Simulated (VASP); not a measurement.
# In (Im-3m) in VASP: notebook, part 2 of 2

VASP 6.6.1.

## (3) Single point, PBEsol

Contents of INCAR:

```
PREC = Accurate
ENCUT = 520
EDIFF = 1E-7
ISMEAR = -1
SIGMA = 0.05
LREAL = F
LASPH = T
NELM = 100
ALGO = Normal
ISIF = 2
LWAVE = F
LCHARG = F
GGA = PS
NBANDS = 12
```

Contents of KPOINTS:

```
regular mesh
0
Gamma
  19 19 19
```

Contents of POSCAR:

```
In
1.0
   -1.4040524355      1.4040524355      1.4040524355
    1.4040524355     -1.4040524355      1.4040524355
    1.4040524355      1.4040524355     -1.4040524355
In
1
Direct
    0.0000000000      0.0000000000      0.0000000000
```

Potentials or basis: VASP PAW PBE potentials, release 64 (In_d).

Command:

```bash
> cat potpaw_PBE.64/In_d/POTCAR > POTCAR
> mpirun -np 1 vasp_std > vasp.out
```

OUTCAR:

```text
PREC = Accurate
   ENCUT = 520
   EDIFF = 1E-7
   ISMEAR = -1
   LREAL = F
   LASPH = T
   NELM = 100
   ISIF = 2
   GGA = PS

 ion  position               nearest neighbor table
   1  0.000  0.000  0.000-

  LATTYP: Found a body centered cubic cell.
 ALAT       =     2.8081048710

  Lattice vectors:

 A1 = (  -1.4040524355,   1.4040524355,   1.4040524355)
 A2 = (   1.4040524355,  -1.4040524355,   1.4040524355)
 A3 = (   1.4040524355,   1.4040524355,  -1.4040524355)

Analysis of symmetry for initial positions (statically):
=====================================================================
 Subroutine PRICEL returns:
 Original cell was already a primitive cell.

 Routine SETGRP: Setting up the symmetry group for a
 body centered cubic supercell.

 Subroutine GETGRP returns: Found 48 space group operations
 (whereof 48 operations were pure point group operations)
 out of a pool of 48 trial point group operations.

The static configuration has the point symmetry O_h .

Analysis of symmetry for dynamics (positions and initial velocities):
=====================================================================
 Subroutine PRICEL returns:
 Original cell was already a primitive cell.

 Routine SETGRP: Setting up the symmetry group for a
 body centered cubic supercell.

 Subroutine GETGRP returns: Found 48 space group operations
 (whereof 48 operations were pure point group operations)
 out of a pool of 48 trial point group operations.

The dynamic configuration has the point symmetry O_h .

 Subroutine INISYM returns: Found 48 space group operations
 (whereof 48 operations are pure point group operations),
 and found     1 'primitive' translations

----------------------------------------------------------------------------------------

                                     Primitive cell

  volume of cell :      11.0716

  direct lattice vectors                    reciprocal lattice vectors
[... 106 lines left out ...]
  volume/ion in A,a.u.               =      11.07        74.71
  Fermi-wavevector in a.u.,A,eV,Ry     =   1.727107  3.263759 40.584808  2.982899
  Thomas-Fermi vector in A             =   2.802293
   LORBIT       =      0    0 simple, 1 ext, 2 COOP (PROOUT), +10 PAW based schemes
   GGA     = PS    functional components
   LHFCALC =     F    Hartree Fock is set to
   AEXX    =    0.0000 exact exchange contribution
   IVDW    =     0    specifies the selected vdW correction
   LEPSILON=     F    determine dielectric tensor
   LRPA    =     F    only Hartree local field effects (RPA)
 non-spin polarized calculation
  energy-cutoff  :      520.00
  volume of cell :       11.07
 maximum number of plane-waves:       321
 NGX is ok and might be reduce to    18
   NGX =  9   NGY =  9   NGZ =  9

 number of electron      12.9999995 magnetization

 Free energy of the ion-electron system (eV)
  ---------------------------------------------------
  ext. energy  EPLUGINS =         0.00000000
  ---------------------------------------------------
  free energy    TOTEN  =         3.43658497 eV

  energy without entropy =        3.43924421  energy(sigma->0) =        3.43791459

 E-fermi :  23.8422     XC(G=0): -15.2578

 val. band max:       23.8325329146   @ k =  -0.4737   0.4737   0.4211
 cond. band min:      23.8453617132   @ k =  -0.3684   0.4211   0.1053
 fundamental gap:      0.0128287987
 Fermi energy:        23.8422221949

 k-point     1 :       0.0000    0.0000    0.0000
  band No.  band energies     occupation
      1       4.3937      2.00000
      2       4.9384      2.00000
      3       4.9384      2.00000
      4       4.9384      2.00000
      5       6.7975      2.00000
      6       6.7975      2.00000
      7      36.5089      0.00000
      8      36.5089      0.00000
      9      36.5089      0.00000
     10      46.2117      0.00000
     11      46.2117      0.00000
     12      47.8727      0.00000
[... 331 lines left out ...]
 k-point    24 :       0.3158    0.1053    0.0000
  band No.  band energies     occupation
      1       3.9160      2.00000
      2       4.2045      2.00000
      3       6.5388      2.00000
      4       6.7156      2.00000
      5       7.2781      2.00000
      6      11.9917      2.00000
      7      24.7478      0.00000
      8      31.1166      0.00000
      9      34.2446      0.00000
     10      40.0059      0.00000
     11      44.3511      0.00000
     12      45.1578      0.00000

 [... further k-points ...]
[... 5 lines left out ...]
  --------------------------------------------------------------------------------------
  -------------------------------------------------------------------------------------
  Total       22.2756158     22.2756158     22.2756158      0.0000000      0.0000000      0.0000000
  in kB     3223.5196997   3223.5196997   3223.5196997      0.0000000      0.0000000      0.0000000
  external PRESSURE =    3223.5196997 kB  Pullay stress =       0.0000000 kB

 VOLUME and BASIS-vectors are now :
 -----------------------------------------------------------------------------
  energy-cutoff  :      520.00
  volume of cell :       11.07
      direct lattice vectors                 reciprocal lattice vectors
    -1.404052435  1.404052435  1.404052435     0.000000000  0.356112056  0.356112056
     1.404052435 -1.404052435  1.404052435     0.356112056  0.000000000  0.356112056
     1.404052435  1.404052435 -1.404052435     0.356112056  0.356112056  0.000000000

 POSITION                                       TOTAL-FORCE (eV/Angst)
 -----------------------------------------------------------------------------------
      0.00000      0.00000      0.00000         0.000000     -0.000000     -0.000000
 -----------------------------------------------------------------------------------
    total drift:                                0.000000      0.000000      0.000000

  FREE ENERGIE OF THE ION-ELECTRON SYSTEM (eV)
  ---------------------------------------------------
  free  energy   TOTEN  =         3.4365849684 eV

  energy  without entropy=        3.4392442057  energy(sigma->0) =        3.43791459
```

stdout:

```text
POSCAR found type information on POSCAR In
 POSCAR found :  1 types and       1 ions
 scaLAPACK will be used
 -----------------------------------------------------------------------------
|                                                                             |
|                                                                             |
|     You enforced a specific xc type in the INCAR file but a different       |
|     I HOPE YOU KNOW WHAT YOU ARE DOING!                                     |
|                                                                             |
 -----------------------------------------------------------------------------

 LDA part: xc-table for (Slater+PW92), standard interpolation
 POSCAR, INCAR and KPOINTS ok, starting setup
 FFT: planning ... GRIDC
 FFT: planning ... GRID_SOFT
 FFT: planning ... GRID
 WAVECAR not read
 entering main loop
```

It took 34 s on 1 thread of Intel Xeon Platinum 8259CL at 2.50GHz (Skylake/Cascade Lake), shared host; peak memory 0.14 GiB.

Results:

```yaml
Free_energy: 3.4366 eV
Pressure: 322.4 GPa
```

Levels at points of the mesh, in eV from the Fermi level:
```tsv
k point	band 3	band 4	band 5	band 6	band 7	band 8	band 9	band 10
(0.00, 0.00, 0.00)	-18.90	-18.90	-17.04	-17.04	12.67	12.67	12.67	22.37
```

Caveat: the PAW data sets were made with another functional, which shifts forces and pressure a little; spin-orbit coupling is left out, which moves the levels of the heavy elements.

## (4) Relaxation of cell and atoms, PBEsol, target pressure 320 GPa, at which the enthalpy is minimised

Contents of INCAR:

```
ALGO     = Normal         # electronic algorithm
EDIFF    = 1E-6           # SCF threshold, eV
EDIFFG   = -0.005         # ionic threshold
ENCUT    = 600            # plane-wave cutoff, eV
GGA      = PS             # functional
IBRION   = 2              # ionic algorithm
ISIF     = 3              # what is computed and relaxed
ISMEAR   = -1             # smearing method
LASPH    = True           # aspherical terms in the spheres
LCHARG   = False          # write CHGCAR
LREAL    = False          # projectors in reciprocal space
LWAVE    = False          # write WAVECAR
NELM     = 100            # most SCF steps
NSW      = 60             # ionic steps
PREC     = Accurate       # precision mode
PSTRESS  = 3200.0       
SIGMA    = 0.05           # smearing width, eV
```

Contents of KPOINTS:

```
k-points
0
Gamma
  19 19 19
```

Contents of POSCAR:

```
In
1.0
   -1.4036053310      1.4036053310      1.4036053310
    1.4036053310     -1.4036053310      1.4036053310
    1.4036053310      1.4036053310     -1.4036053310
In
1
Direct
    0.0000000000      0.0000000000      0.0000000000
```

Command:

```bash
> cat potpaw_PBE.64/In_d/POTCAR > POTCAR
> mpirun -np 1 vasp_std > vasp.out
```

It took 78 s on 1 thread of Intel Xeon Platinum 8259CL at 2.50GHz (Skylake/Cascade Lake), shared host; peak memory 0.16 GiB.

It converged, with:

```
Free energy                                            : 3.3893 eV
Relaxed volume                                         : 11.09 Å³/atom
Relaxed cell                                           : a = 2.434 Å, b = 2.434 Å, c = 2.434 Å, α = 109.47°, β = 109.47°, γ = 109.47°
Space group after relaxing (to 0.05 Å)                 : Im-3m (No. 229)
Energy change on relaxing (the enthalpy is what falls) : -68.1 meV/atom
Ionic steps                                            : 4
Pressure after relaxing                                : 320.0 GPa
```

Step by step:
```csv
step,energy change (eV),largest force (eV/Å),pressure (GPa),volume (Å³)
1,0.0000,0.0000,323.37,11.06
2,-0.7151,0.0000,285.76,11.44
3,-0.0659,0.0000,320.11,11.09
4,-0.0681,0.0000,319.97,11.09
```

Final structure:
```xyz
1
Lattice="-1.4050 1.4050 1.4050 1.4050 -1.4050 1.4050 1.4050 1.4050 -1.4050" Properties=species:S:1:pos:R:3 pbc="T T T"
In   -1.4050    1.4050    1.4050
```

Levels at points of the mesh, in eV from the Fermi level:
```csv
k point,band 2,band 3,band 4,band 5,band 6,band 7,band 8,band 9,band 10
"(0.00, 0.00, 0.00)",-18.88,-18.88,-18.88,-17.03,-17.03,12.68,12.68,12.68,22.35
```

Caveat: the cell is relaxed towards a set pressure, so the enthalpy falls and the energy may rise; the PAW data sets were made with another functional, which shifts forces and pressure a little; spin-orbit coupling is left out, which moves the levels of the heavy elements.

## (5) Relaxation of cell and atoms, PBEsol, target pressure 320 GPa, at which the enthalpy is minimised

Contents of INCAR:

```
PREC = Accurate ; ENCUT = 600
EDIFF = 1E-7 ; ISMEAR = -1
SIGMA = 0.05 ; LREAL = F
LASPH = T ; NELM = 60
ALGO = Normal ; ISIF = 3
LWAVE = F ; LCHARG = F
GGA = PS ; IBRION = 2
NSW = 32 ; EDIFFG = -0.005
PSTRESS = 3200.0
```

Contents of KPOINTS:

```
Automatic mesh
0
Gamma
  19 19 19
```

Contents of POSCAR:

```
In
1.0
   -1.4041165364      1.4041165364      1.4041165364
    1.4041165364     -1.4041165364      1.4041165364
    1.4041165364      1.4041165364     -1.4041165364
In
1
Direct
    0.0000000000      0.0000000000      0.0000000000
```

Command:

```bash
> cat potpaw_PBE.64/In_d/POTCAR > POTCAR
> mpirun -np 1 vasp_std > vasp.out
```

It took 76 s on 1 thread of Intel Xeon Platinum 8259CL at 2.50GHz (Skylake/Cascade Lake), shared host; peak memory 0.15 GiB.

Results (log left out):

```
Free energy                                            : 3.3893 eV
Relaxed volume                                         : 11.09 Å³/atom
Relaxed cell                                           : a = 2.434 Å, b = 2.434 Å, c = 2.434 Å, α = 109.47°, β = 109.47°, γ = 109.47°
Space group after relaxing (to 0.05 Å)                 : Im-3m (No. 229)
Energy change on relaxing (the enthalpy is what falls) : -43.7 meV/atom
Ionic steps                                            : 4
Pressure after relaxing                                : 320.0 GPa
```

Step by step:
| step | energy change (eV) | largest force (eV/Å) | pressure (GPa) | volume (Å³) |
| --- | --- | --- | --- | --- |
| 1 | 0.0000 | 0.0000 | 322.08 | 11.07 |
| 2 | -0.4498 | 0.0000 | 298.44 | 11.31 |
| 3 | -0.0409 | 0.0000 | 320.15 | 11.09 |
| 4 | -0.0437 | 0.0000 | 319.99 | 11.09 |

Final structure:
```
CELL_PARAMETERS angstrom
-1.40504 1.40504 1.40504
1.40504 -1.40504 1.40504
1.40504 1.40504 -1.40504
ATOMIC_POSITIONS crystal
In 0.00000 0.00000 0.00000
```

Levels at points of the mesh, in eV from the Fermi level:
```csv
k point,band 3,band 4,band 5,band 6,band 7,band 8,band 9,band 10
"(0.00, 0.00, 0.00)",-18.88,-18.88,-17.03,-17.03,12.68,12.68,12.68,22.35
```

Caveat: the cell is relaxed towards a set pressure, so the enthalpy falls and the energy may rise; the PAW data sets were made with another functional, which shifts forces and pressure a little; spin-orbit coupling is left out, which moves the levels of the heavy elements.
